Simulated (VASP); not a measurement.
# HfB (Fm-3m) in VASP: notebook

The runs below take HfB through single point, with PBEsol.

Program: VASP 6.6.1. These are calculated values, not measurements. Logs are shortened: lines on timing, memory, paths and dates and some standing lists are left out, and cuts for length are marked.

## (1) The cell of the first run

It takes space group Fm-3m (No. 225, cubic). Conventional cell: a = 4.620 Å, b = 4.620 Å, c = 4.620 Å, α = 90.00°, β = 90.00°, γ = 90.00°. Hf (site symmetry m-3m) has 6 B at 2.31 Å within 3.1 Å. B (site symmetry m-3m) has 6 Hf at 2.31 Å within 3.1 Å.

## (2) Single point, PBEsol

The input, INCAR:

```
  ALGO = Normal
  EDIFF = 1E-7
  ENCUT = 520
  GGA = PS
  ISIF = 2
  ISMEAR = -1
  LASPH = T
  LCHARG = T
  LELF = T
  LREAL = F
  LVHAR = T
  LWAVE = F
  NBANDS = 14
  NELM = 60
  PREC = Accurate
  SIGMA = 0.05
```

The input, KPOINTS:

```
k-points
0
Gamma
  10 10 10
```

The input, POSCAR:

```
HfB
1.0
    0.0000000000      2.3100000000      2.3100000000
    2.3100000000      0.0000000000      2.3100000000
    2.3100000000      2.3100000000      0.0000000000
Hf B
1 1
Direct
    0.5000000000      0.5000000000      0.5000000000
    0.0000000000      0.0000000000      0.0000000000
```

Potentials or basis: VASP PAW PBE potentials, release 64 (Hf_pv, B).

Command:

```sh
cat potpaw_PBE.64/Hf_pv/POTCAR potpaw_PBE.64/B/POTCAR > POTCAR
mpirun -np 1 vasp_std > vasp.out
```

OUTCAR:

```text
EDIFF = 1E-7
   ENCUT = 520
   GGA = PS
   ISIF = 2
   ISMEAR = -1
   LASPH = T
   LREAL = F
   NELM = 60
   PREC = Accurate

 ion  position               nearest neighbor table
   1  0.500  0.500  0.500-   2 2.31   2 2.31   2 2.31   2 2.31   2 2.31   2 2.31
   2  0.000  0.000  0.000-   1 2.31   1 2.31   1 2.31   1 2.31   1 2.31   1 2.31

  LATTYP: Found a face centered cubic cell.
 ALAT       =     4.6200000000

  Lattice vectors:

 A1 = (   0.0000000000,   2.3100000000,   2.3100000000)
 A2 = (   2.3100000000,   0.0000000000,   2.3100000000)
 A3 = (   2.3100000000,   2.3100000000,   0.0000000000)

Analysis of symmetry for initial positions (statically):
=====================================================================
 Subroutine PRICEL returns:
 Original cell was already a primitive cell.

 Routine SETGRP: Setting up the symmetry group for a
 face centered cubic supercell.

 Subroutine GETGRP returns: Found 48 space group operations
 (whereof 48 operations were pure point group operations)
 out of a pool of 48 trial point group operations.

The static configuration has the point symmetry O_h .

Analysis of symmetry for dynamics (positions and initial velocities):
=====================================================================
 Subroutine PRICEL returns:
 Original cell was already a primitive cell.

 Routine SETGRP: Setting up the symmetry group for a
 face centered cubic supercell.

 Subroutine GETGRP returns: Found 48 space group operations
 (whereof 48 operations were pure point group operations)
 out of a pool of 48 trial point group operations.

The dynamic configuration has the point symmetry O_h .

 Subroutine INISYM returns: Found 48 space group operations
 (whereof 48 operations are pure point group operations),
 and found     1 'primitive' translations

----------------------------------------------------------------------------------------

                                     Primitive cell

  volume of cell :      24.6528

  direct lattice vectors                    reciprocal lattice vectors
     0.000000000  2.310000000  2.310000000    -0.216450216  0.216450216  0.216450216
     2.310000000  0.000000000  2.310000000     0.216450216 -0.216450216  0.216450216
     2.310000000  2.310000000  0.000000000     0.216450216  0.216450216 -0.216450216

  length of vectors
     3.266833329  3.266833329  3.266833329     0.374902772  0.374902772  0.374902772

  position of ions in fractional coordinates (direct lattice)
     0.500000000  0.500000000  0.500000000
     0.000000000  0.000000000  0.000000000

  ion indices of the primitive-cell ions
   primitive index   ion index
                 1           1
                 2           2

----------------------------------------------------------------------------------------

 KPOINTS: k-points

Automatic generation of k-mesh.
 Grid dimensions read from file:
 generate k-points for:   10   10   10

 Generating k-lattice:

  Cartesian coordinates                     Fractional coordinates (reciprocal lattice)
    -0.021645022  0.021645022  0.021645022     0.100000000  0.000000000  0.000000000
     0.021645022 -0.021645022  0.021645022     0.000000000  0.100000000  0.000000000
     0.021645022  0.021645022 -0.021645022     0.000000000  0.000000000  0.100000000

  Length of vectors
     0.037490277  0.037490277  0.037490277

  Shift w.r.t. Gamma in fractional coordinates (k-lattice)
     0.000000000  0.000000000  0.000000000

 Subroutine IBZKPT returns following result:
 ===========================================

 Found     47 irreducible k-points:

 Following reciprocal coordinates:
            Coordinates               Weight
  0.000000  0.000000  0.000000      1.000000
  0.100000  0.000000  0.000000      8.000000
  0.200000  0.000000  0.000000      8.000000
  0.300000  0.000000  0.000000      8.000000
  0.400000  0.000000  0.000000      8.000000
  0.500000  0.000000  0.000000      4.000000
[... 16 lines left out ...]
  0.300000  0.300000  0.000000      6.000000
  0.400000  0.300000  0.000000     24.000000
 [... further k-points ...]
   k-points           NKPTS =     47   k-points in BZ     NKDIM =     47   number of bands    NBANDS=     14
   number of dos      NEDOS =    301   number of ions     NIONS =      2
   total plane-waves  NPLWV =  13824
   dimension x,y,z NGX =    24 NGY =   24 NGZ =   24
   dimension x,y,z NGXF=    48 NGYF=   48 NGZF=   48
   ions per type =               1   1
   NGX,Y,Z   is equivalent  to a cutoff of  12.21, 12.21, 12.21 a.u.
   NGXF,Y,Z  is equivalent  to a cutoff of  24.43, 24.43, 24.43 a.u.
 SYSTEM =  unknown system
   PREC   = accura    normal or accurate (medium, high low for compatibility)
   ISTART =      0    job   : 0-new  1-cont  2-samecut
   ICHARG =      2    charge: 1-file 2-atom 10-const
   ISPIN  =      1    spin polarized calculation?
   LNONCOLLINEAR =      F non collinear calculations
   LSORBIT =      F    spin-orbit coupling
   LASPH  =      T    aspherical Exc in radial PAW
   ENCUT  =  520.0 eV  38.22 Ry    6.18 a.u.   6.07  6.07  6.07*2*pi/ulx,y,z
   NELM   =     60;   NELMIN=  2; NELMDL= -5     # of ELM steps
   EDIFF  = 0.1E-06   stopping-criterion for ELM
   LREAL  =      F    real-space projection
   EDIFFG = 0.1E-05   stopping-criterion for IOM
   NSW    =      0    number of steps for IOM
   IBRION =     -1    ionic relax: 0-MD 1-quasi-New 2-CG
   NFREE  =      0    steps in history (QN), initial steepest desc. (CG)
   ISIF   =      2    stress and relaxation
   ISYM   =      2    0-nonsym 1-usesym 2-fastsym
   POTIM  = 0.5000    time-step for ionic-motion
   TEBEG  =    0.0;   TEEND  =   0.0 temperature during run
   PSTRESS=    0.0 pullay stress
   NELECT =      13.0000    total number of electrons
   NUPDOWN=      -1.0000    fix difference up-down
   EMIN   =  10.00;   EMAX   =-10.00  energy-range for DOS
   EFERMI =   0.00;   METHOD = LEGACY
   ISMEAR =    -1;   SIGMA  =   0.05  broadening in eV -4-tet -1-fermi 0-gaus
   EFERMI_NEDOS =   21; number of points for ismear=-14 and -15
   IALGO  =     38    algorithm
   IMIX   =      4    mixing-type and parameters
     AMIX     =   0.40;   BMIX     =  1.00
     AMIX_MAG =   1.60;   BMIX_MAG =  1.00
  volume/ion in A,a.u.               =      12.33        83.18
  Fermi-wavevector in a.u.,A,eV,Ry     =   1.322617  2.499383 23.800871  1.749315
  Thomas-Fermi vector in A             =   2.452285
   LORBIT       =      0    0 simple, 1 ext, 2 COOP (PROOUT), +10 PAW based schemes
   GGA     = PS    functional components
   LHFCALC =     F    Hartree Fock is set to
   AEXX    =    0.0000 exact exchange contribution
   IVDW    =     0    specifies the selected vdW correction
   LEPSILON=     F    determine dielectric tensor
   LRPA    =     F    only Hartree local field effects (RPA)
 non-spin polarized calculation
  energy-cutoff  :      520.00
  volume of cell :       24.65
 maximum number of plane-waves:       678
   NGX = 13   NGY = 13   NGZ = 13

 number of electron      13.0000002 magnetization

 Free energy of the ion-electron system (eV)
  ---------------------------------------------------
  ext. energy  EPLUGINS =         0.00000000
  ---------------------------------------------------
  free energy    TOTEN  =       -18.20592602 eV

  energy without entropy =      -18.19527308  energy(sigma->0) =      -18.20059955

 E-fermi :   4.9730     XC(G=0): -12.4034

 val. band max:        4.9380445395   @ k =  -0.2000   0.1000   0.0000
 cond. band min:       4.9938649909   @ k =   0.5000   0.3000   0.1000
 fundamental gap:      0.0558204514
 Fermi energy:         4.9729616320

 k-point     1 :       0.0000    0.0000    0.0000
  band No.  band energies     occupation
      1     -23.2490      2.00000
      2     -23.2490      2.00000
      3     -23.2490      2.00000
      4      -4.5695      2.00000
      5       7.1509      0.00000
      6       7.1509      0.00000
      7       7.1509      0.00000
      8       8.9877      0.00000
      9       8.9877      0.00000
     10       8.9877      0.00000
     11       9.1957      0.00000
     12       9.1957      0.00000
     13      16.6531      0.00000
     14      18.0352      0.00000

 k-point     2 :       0.1000    0.0000    0.0000
  band No.  band energies     occupation
      1     -23.3244      2.00000
      2     -23.2567      2.00000
      3     -23.2567      2.00000
      4      -4.2797      2.00000
      5       6.2591      0.00000
      6       6.8065      0.00000
      7       6.8065      0.00000
      8       7.9023      0.00000
      9       7.9023      0.00000
     10       9.4285      0.00000
     11      11.2077      0.00000
     12      11.2077      0.00000
     13      17.3878      0.00000
     14      18.3479      0.00000

 k-point     3 :       0.2000    0.0000    0.0000
  band No.  band energies     occupation
      1     -23.5165      2.00000
      2     -23.2765      2.00000
      3     -23.2765      2.00000
      4      -3.4704      2.00000
      5       4.7500      1.97714
      6       5.5282      0.00003
      7       5.5282      0.00003
      8       8.4717      0.00000
      9       8.4717      0.00000
     10       9.9178      0.00000
     11      13.6012      0.00000
     12      13.6012      0.00000
     13      18.7266      0.00000
     14      19.3096      0.00000
[... 324 lines left out ...]
 k-point    23 :       0.3000    0.3000    0.0000
  band No.  band energies     occupation
      1     -23.7035      2.00000
      2     -23.4216      2.00000
      3     -23.4216      2.00000
      4      -2.0620      2.00000
      5       2.8626      2.00000
      6       4.7073      1.99020
      7       6.6941      0.00000
      8       6.6941      0.00000
      9      10.4211      0.00000
     10      12.8525      0.00000
     11      12.8525      0.00000
     12      16.5387      0.00000
     13      19.7970      0.00000
     14      20.3166      0.00000

 k-point    24 :       0.4000    0.3000    0.0000
  band No.  band energies     occupation
      1     -23.7992      2.00000
      2     -23.4724      2.00000
      3     -23.4493      2.00000
      4      -1.5986      2.00000
      5       2.8427      2.00000
      6       4.1833      2.00000
      7       6.3571      0.00000
      8       7.1706      0.00000
      9      11.3328      0.00000
     10      12.9614      0.00000
     11      13.2451      0.00000
     12      17.4612      0.00000
     13      17.8998      0.00000
     14      20.2232      0.00000

 [... further k-points ...]

------------------------ aborting loop because EDIFF is reached ----------------------------------------

  FORCE on cell =-STRESS in cart. coord.  units (eV):
  Direction    XX          YY          ZZ          XY          YZ          ZX
  --------------------------------------------------------------------------------------
  -------------------------------------------------------------------------------------
  Total        3.7431165      3.7431165      3.7431165     -0.0000000      0.0000000     -0.0000000
  in kB      243.2640809    243.2640809    243.2640809     -0.0000000      0.0000000     -0.0000000
  external PRESSURE =     243.2640809 kB  Pullay stress =       0.0000000 kB

 VOLUME and BASIS-vectors are now :
 -----------------------------------------------------------------------------
  energy-cutoff  :      520.00
  volume of cell :       24.65
      direct lattice vectors                 reciprocal lattice vectors
     0.000000000  2.310000000  2.310000000    -0.216450216  0.216450216  0.216450216
     2.310000000  0.000000000  2.310000000     0.216450216 -0.216450216  0.216450216
     2.310000000  2.310000000  0.000000000     0.216450216  0.216450216 -0.216450216

 POSITION                                       TOTAL-FORCE (eV/Angst)
 -----------------------------------------------------------------------------------
      2.31000      2.31000      2.31000         0.000000      0.000000     -0.000000
      0.00000      0.00000      0.00000        -0.000000     -0.000000      0.000000
 -----------------------------------------------------------------------------------
    total drift:                               -0.000000     -0.000000      0.000000

  FREE ENERGIE OF THE ION-ELECTRON SYSTEM (eV)
  ---------------------------------------------------
  free  energy   TOTEN  =       -18.2059260168 eV

  energy  without entropy=      -18.1952730757  energy(sigma->0) =      -18.20059955
```

It took 9 s on 1 thread of Intel Xeon Platinum 8259CL at 2.50GHz (Skylake/Cascade Lake), shared host; peak memory 0.15 GiB.

What came out:

| Item | Value |
| --- | --- |
| Free energy | -18.2059 eV |
| Pressure | 24.3 GPa |

Levels at points of the mesh, in eV from the Fermi level:
```csv
k point,band 4,band 5,band 6,band 7,band 8,band 9,band 10,band 11
"(0.00, 0.00, 0.00)",-9.54,2.18,2.18,2.18,4.01,4.01,4.01,4.22
"(0.50, 0.00, 0.00)",-5.02,-3.97,-1.36,-1.36,6.53,6.53,7.59,8.48
"(0.50, 0.50, 0.00)",-6.68,-1.12,-0.87,2.42,2.42,6.26,7.91,7.91
```

Caveat: the PAW data sets were made with another functional, which shifts forces and pressure a little; spin-orbit coupling is left out, which moves the levels of the heavy elements.

(Part 1 of 2 ends here.)
